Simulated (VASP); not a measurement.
The system is MoS2.

```
Mo S
1.0
     1.58000    0.91221    6.15000
    -1.58000    0.91221    6.15000
     0.00000   -1.82443    6.15000
Mo S
1 2
Direct
  0.00000 0.00000 0.00000
  0.25000 0.25000 0.25000
  0.41700 0.41700 0.41700
```

Base run:

```yaml
Program: VASP 6.6.1
Functional: PBE
Potentials_or_basis: VASP PAW PBE potentials, release 64 (Mo_sv, S)
Cutoff: 520 eV
k_mesh: 10 × 10 × 10
Occupations: gaussian, width 0.1 eV
Spin: no spin polarisation
```

Its results: band gap on the k mesh 0.97 eV (least direct gap 1.96 eV); pressure 5.2 GPa; largest force 0.506 eV/Å.

Question: After a change of settings the same cell gave: band gap on the k mesh 1.23 eV (least direct gap 2.12 eV); pressure 4.8 GPa; largest force 0.471 eV/Å. Which change was it?
A. k mesh from 10 × 10 × 10 to 5 × 5 × 5
B. k mesh from 10 × 10 × 10 to 4 × 4 × 4; further incar settings from ALGO = Normal; EDIFF = 1e-06; NBANDS = 20 to ALGO = Normal; EDIFF = 1e-07; NBANDS = 20
C. k mesh from 10 × 10 × 10 to 8 × 8 × 8

Answer: B.

Caveats: some runs use coarse meshes; the cell stands under pressure (at least some runs).
